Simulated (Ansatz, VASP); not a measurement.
One calculation of Mg, two programs

```
Mg
1.0
     0.00000    2.25171    2.25171
     2.25171    0.00000    2.25171
     2.25171    2.25171    0.00000
Mg
1
Direct
  0.00000 0.00000 0.00000
```

Change from the starting cell: volume scaled by 1.01, crystal datasets.

Alike in both runs: task electric field gradients; functional PBE; k mesh 16 × 16 × 16; occupations fermi-dirac, width 0.03 eV; no spin polarisation.

|  | VASP | Ansatz |
| --- | --- | --- |
| version | VASP 6.6.1 | Ansatz 0.2.0 |
| potentials or method | VASP PAW PBE potentials, release 64 (Mg), cutoff 520 eV | all-electron PAW with datasets made for the crystal, scalar-relativistic |

VASP gave:

- pressure (GPa): 0.3

Which values does Ansatz return?

Pressure (GPa): 0.4.

Ansatz ran all-electron here, and VASP with PAW potentials.
